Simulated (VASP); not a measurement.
# Ru (P6_3/mmc) in VASP: notebook

Runs on Ru. Level: PBE. Tasks: relaxation of cell and atoms.

All numbers are computed with VASP 6.6.1; they aren't measurements. Logs are shortened: lines on timing, memory, paths and dates and some standing lists are left out, and cuts for length are marked.

### Step 1. The cell of the first run

The structure is hexagonal, space group P6_3/mmc (No. 194). Conventional cell: a = 2.679 Å, b = 2.679 Å, c = 4.237 Å, α = 90.00°, β = 90.00°, γ = 120.00°. Ru (site symmetry -6m2) has 12 Ru at 2.62 to 2.68 Å within 3.5 Å.

### Step 2. Relaxation of cell and atoms, PBE, target pressure 15 GPa, at which the enthalpy is minimised

INCAR

```
SYSTEM = Ru
PREC = Accurate
ENCUT = 600
EDIFF = 1E-6
ISMEAR = 0
SIGMA = 0.1
LREAL = .FALSE.
LASPH = .TRUE.
NELM = 60
ALGO = Fast
ISIF = 3
LWAVE = .FALSE.
LCHARG = .FALSE.
GGA = PE
IBRION = 2
NSW = 70
EDIFFG = -0.008
PSTRESS = 150.0
```

KPOINTS

```
Automatic mesh
0
G
  18 18 10
  0 0 0
```

POSCAR

```
Ru
1.0
    2.6793030983      0.0000000000      0.0000000000
   -1.3396515492      2.3203445475      0.0000000000
    0.0000000000      0.0000000000      4.2371773493
Ru
2
Direct
    0.3333333333      0.6666666667      0.2500000000
    0.6666666667      0.3333333333      0.7500000000
```

Potentials or basis: VASP PAW PBE potentials, release 64 (Ru_pv).

Started as:

```
> cat potpaw_PBE.64/Ru_pv/POTCAR > POTCAR
> mpirun -np 1 vasp_std > vasp.out
```

OUTCAR:

```text
SYSTEM = Ru
   PREC = Accurate
   ENCUT = 600
   EDIFF = 1E-6
   ISMEAR = 0
   LREAL = .FALSE.
   LASPH = .TRUE.
   NELM = 60
   ISIF = 3
   GGA = PE
   IBRION = 2
   NSW = 70
   EDIFFG = -0.008
   PSTRESS = 150.0

 ion  position               nearest neighbor table
   1  0.333  0.667  0.250-   2 2.62   2 2.62   2 2.62   2 2.62   2 2.62   2 2.62
   2  0.667  0.333  0.750-   1 2.62   1 2.62   1 2.62   1 2.62   1 2.62   1 2.62

  LATTYP: Found a hexagonal cell.
 ALAT       =     2.6793030983
 C/A-ratio  =     1.5814475607

  Lattice vectors:

 A1 = (   2.6793030983,   0.0000000000,   0.0000000000)
 A2 = (  -1.3396515492,   2.3203445475,   0.0000000000)
 A3 = (   0.0000000000,   0.0000000000,   4.2371773493)

Analysis of symmetry for initial positions (statically):
=====================================================================
 Subroutine PRICEL returns:
 Original cell was already a primitive cell.

 Routine SETGRP: Setting up the symmetry group for a
 hexagonal supercell.

 Subroutine GETGRP returns: Found 24 space group operations
 (whereof 12 operations were pure point group operations)
 out of a pool of 24 trial point group operations.

The static configuration has the point symmetry D_3d.
 The point group associated with its full space group is D_6h.

Analysis of symmetry for dynamics (positions and initial velocities):
=====================================================================
 Subroutine PRICEL returns:
 Original cell was already a primitive cell.

 Routine SETGRP: Setting up the symmetry group for a
 hexagonal supercell.

 Subroutine GETGRP returns: Found 24 space group operations
 (whereof 12 operations were pure point group operations)
 out of a pool of 24 trial point group operations.

The dynamic configuration has the point symmetry D_3d.
 The point group associated with its full space group is D_6h.

 Subroutine INISYM returns: Found 24 space group operations
 (whereof 12 operations are pure point group operations),
 and found     1 'primitive' translations

----------------------------------------------------------------------------------------

                                     Primitive cell

  volume of cell :      26.3421

  direct lattice vectors                    reciprocal lattice vectors
     2.679303098  0.000000000  0.000000000     0.373231383  0.215485239  0.000000000
    -1.339651549  2.320344547  0.000000000     0.000000000  0.430970479  0.000000000
     0.000000000  0.000000000  4.237177349     0.000000000  0.000000000  0.236006171

  length of vectors
     2.679303098  2.679303098  4.237177349     0.430970479  0.430970479  0.236006171

  position of ions in fractional coordinates (direct lattice)
     0.333333333  0.666666667  0.250000000
     0.666666667  0.333333333  0.750000000

  ion indices of the primitive-cell ions
   primitive index   ion index
                 1           1
                 2           2

----------------------------------------------------------------------------------------

 KPOINTS: Automatic mesh

Automatic generation of k-mesh.
 Grid dimensions read from file:
 generate k-points for:   18   18   10

 Generating k-lattice:

  Cartesian coordinates                     Fractional coordinates (reciprocal lattice)
     0.020735077  0.011971402  0.000000000     0.055555556  0.000000000  0.000000000
     0.000000000  0.023942804  0.000000000     0.000000000  0.055555556  0.000000000
     0.000000000  0.000000000  0.023600617     0.000000000  0.000000000  0.100000000

  Length of vectors
     0.023942804  0.023942804  0.023600617

  Shift w.r.t. Gamma in fractional coordinates (k-lattice)
     0.000000000  0.000000000  0.000000000

 Subroutine IBZKPT returns following result:
 ===========================================

 Found    222 irreducible k-points:

 Following reciprocal coordinates:
            Coordinates               Weight
  0.000000  0.000000  0.000000      1.000000
  0.055556  0.000000  0.000000      6.000000
  0.111111  0.000000  0.000000      6.000000
  0.166667  0.000000  0.000000      6.000000
  0.222222  0.000000  0.000000      6.000000
  0.277778  0.000000  0.000000      6.000000
[... 16 lines left out ...]
  0.333333  0.111111  0.000000     12.000000
  0.388889  0.111111  0.000000     12.000000
 [... further k-points ...]
   k-points           NKPTS =    222   k-points in BZ     NKDIM =    222   number of bands    NBANDS=     18
   number of dos      NEDOS =    301   number of ions     NIONS =      2
   total plane-waves  NPLWV =  20736
   dimension x,y,z NGX =    24 NGY =   24 NGZ =   36
   dimension x,y,z NGXF=    48 NGYF=   48 NGZF=   72
   ions per type =               2
   NGX,Y,Z   is equivalent  to a cutoff of  14.89, 14.89, 14.12 a.u.
   NGXF,Y,Z  is equivalent  to a cutoff of  29.78, 29.78, 28.25 a.u.
 SYSTEM =  Ru
   PREC   = accura    normal or accurate (medium, high low for compatibility)
   ISTART =      0    job   : 0-new  1-cont  2-samecut
   ICHARG =      2    charge: 1-file 2-atom 10-const
   ISPIN  =      1    spin polarized calculation?
   LNONCOLLINEAR =      F non collinear calculations
   LSORBIT =      F    spin-orbit coupling
   LASPH  =      T    aspherical Exc in radial PAW
   ENCUT  =  600.0 eV  44.10 Ry    6.64 a.u.   5.35  5.35  8.46*2*pi/ulx,y,z
   NELM   =     60;   NELMIN=  2; NELMDL= -5     # of ELM steps
   EDIFF  = 0.1E-05   stopping-criterion for ELM
   LREAL  =      F    real-space projection
   EDIFFG = -.8E-02   stopping-criterion for IOM
   NSW    =     70    number of steps for IOM
   IBRION =      2    ionic relax: 0-MD 1-quasi-New 2-CG
   NFREE  =      1    steps in history (QN), initial steepest desc. (CG)
   ISIF   =      3    stress and relaxation
   ISYM   =      2    0-nonsym 1-usesym 2-fastsym
   POTIM  = 0.5000    time-step for ionic-motion
   TEBEG  =    0.0;   TEEND  =   0.0 temperature during run
   PSTRESS=  150.0 pullay stress
   NELECT =      28.0000    total number of electrons
   NUPDOWN=      -1.0000    fix difference up-down
   EMIN   =  10.00;   EMAX   =-10.00  energy-range for DOS
   EFERMI =   0.00;   METHOD = LEGACY
   ISMEAR =     0;   SIGMA  =   0.10  broadening in eV -4-tet -1-fermi 0-gaus
   EFERMI_NEDOS =   21; number of points for ismear=-14 and -15
   IALGO  =     68    algorithm
   IMIX   =      4    mixing-type and parameters
     AMIX     =   0.40;   BMIX     =  1.00
     AMIX_MAG =   1.60;   BMIX_MAG =  1.00
  volume/ion in A,a.u.               =      13.17        88.88
  Fermi-wavevector in a.u.,A,eV,Ry     =   1.670746  3.157253 37.979212  2.791393
  Thomas-Fermi vector in A             =   2.756190
   LORBIT       =      0    0 simple, 1 ext, 2 COOP (PROOUT), +10 PAW based schemes
   GGA     = PE    functional components
   LHFCALC =     F    Hartree Fock is set to
   AEXX    =    0.0000 exact exchange contribution
   IVDW    =     0    specifies the selected vdW correction
   LEPSILON=     F    determine dielectric tensor
   LRPA    =     F    only Hartree local field effects (RPA)
 conjugate gradient relaxation of ions
 non-spin polarized calculation
 RMM-DIIS sequential band-by-band and
 Gauss-broadening in eV      SIGMA  =   0.10
  energy-cutoff  :      600.00
  volume of cell :       26.34
 maximum number of plane-waves:       911
 NGX is ok and might be reduce to    24
   NGX = 11   NGY = 11   NGZ = 17

--------------------------------------- Ionic step        1  -------------------------------------------

 number of electron      27.9999994 magnetization

 Free energy of the ion-electron system (eV)
  ---------------------------------------------------
  ext. energy  EPLUGINS =         0.00000000
  ---------------------------------------------------
  free energy    TOTEN  =       -18.41734193 eV

  energy without entropy =      -18.40861471  energy(sigma->0) =      -18.41297832

------------------------ aborting loop because EDIFF is reached ----------------------------------------

  FORCE on cell =-STRESS in cart. coord.  units (eV):
  Direction    XX          YY          ZZ          XY          YZ          ZX
  --------------------------------------------------------------------------------------
  -------------------------------------------------------------------------------------
  Total        2.4751508      2.4751508      2.5475185     -0.0000000      0.0000000     -0.0000000
  in kB      150.5432480    150.5432480    154.9447861     -0.0000000      0.0000000     -0.0000000
  external PRESSURE =       2.0104273 kB  Pullay stress =     150.0000000 kB
[... 251 lines left out ...]
  enthalpy is  TOTEN    =       -15.9511455900 eV   P V=        2.4668523848

--------------------------------------- Ionic step        8  -------------------------------------------

 number of electron      27.9999994 magnetization

 Free energy of the ion-electron system (eV)
  ---------------------------------------------------
  ext. energy  EPLUGINS =         0.00000000
  ---------------------------------------------------
  free energy    TOTEN  =       -18.41873009 eV

  energy without entropy =      -18.41001529  energy(sigma->0) =      -18.41437269

 E-fermi :  13.3857     XC(G=0): -14.3051

 val. band max:       13.3850333216   @ k =   0.1667   0.1111   0.3000
 cond. band min:      13.3964021184   @ k =   0.0556   0.0000   0.1000
 fundamental gap:      0.0113687968
 Fermi energy:        13.3857003421

 k-point     1 :       0.0000    0.0000    0.0000
  band No.  band energies     occupation
      1     -30.3737      2.00000
      2     -29.3441      2.00000
      3     -29.3441      2.00000
      4     -29.1577      2.00000
      5     -29.1577      2.00000
      6     -29.1134      2.00000
[... 10 lines left out ...]
     17      14.6292      0.00000
     18      14.7204      0.00000
[... 466 lines left out ...]
      2     -29.9171      2.00000
      3     -29.8444      2.00000
      4     -29.6401      2.00000
      5     -29.4324      2.00000
      6     -29.3485      2.00000
[... 10 lines left out ...]
     17      17.3107      0.00000
     18      21.0603      0.00000

 [... further k-points ...]
[... 5 lines left out ...]
  --------------------------------------------------------------------------------------
  -------------------------------------------------------------------------------------
  Total        2.4794637      2.4794637      2.4750166     -0.0000000      0.0000000     -0.0000000
  in kB      150.7224803    150.7224803    150.4521435     -0.0000000      0.0000000     -0.0000000
  external PRESSURE =       0.6323681 kB  Pullay stress =     150.0000000 kB
[... 17 lines left out ...]
  FREE ENERGIE OF THE ION-ELECTRON SYSTEM (eV)
  ---------------------------------------------------
  free  energy   TOTEN  =       -18.4187300856 eV

  energy  without entropy=      -18.4100152910  energy(sigma->0) =      -18.41437269

  enthalpy is  TOTEN    =       -15.9511515161 eV   P V=        2.4675785695

 reached required accuracy - stopping structural energy minimisation
```

Wall time 2.2 min (1 thread of Intel Xeon 6975P-C (Granite Rapids), shared host); peak memory 0.23 GiB.

What came out:

| Quantity | Value |
| --- | --- |
| Free energy | -18.4187 eV |
| Relaxed volume | 13.18 Å³/atom |
| Relaxed cell | a = 2.679 Å, b = 2.679 Å, c = 4.240 Å, α = 90.00°, β = 90.00°, γ = 120.00° |
| Space group after relaxing (to 0.1 Å) | P6_3/mmc (No. 194) |
| Energy change on relaxing (the run minimises the enthalpy) | -0.7 meV/atom |
| Ionic steps | 8 |
| Pressure after relaxing | 15.1 GPa |
| Band gap on the k mesh | zero (bands 14 and 15 overlap by 3.27 eV) |

The path:
| step | energy change (eV) | largest force (eV/Å) | pressure (GPa) | volume (Å³) |
| --- | --- | --- | --- | --- |
| 1 | 0.0000 | 0.0000 | 15.20 | 26.34 |
| 2 | -0.0058 | 0.0000 | 14.22 | 26.41 |
| 3 | -0.0019 | 0.0000 | 14.89 | 26.36 |
| 4 | -0.0017 | 0.0000 | 14.94 | 26.36 |
| 5 | -0.0018 | 0.0000 | 14.94 | 26.36 |
| 6 | -0.0018 | 0.0000 | 14.94 | 26.36 |
| 7 | -0.0007 | 0.0000 | 15.17 | 26.35 |
| 8 | -0.0014 | 0.0000 | 15.06 | 26.36 |

Final structure:
```
Ru
1.0
     2.67907    0.00000    0.00000
    -1.33953    2.32014    0.00000
     0.00000    0.00000    4.24026
Ru
2
Cartesian
  0.0000 1.5468 1.0601
  1.3395 0.7734 3.1802
```

Caveat: the cell is relaxed towards a set pressure, so the run minimises the enthalpy, not the energy.

(Part 1 of 2 ends here.)
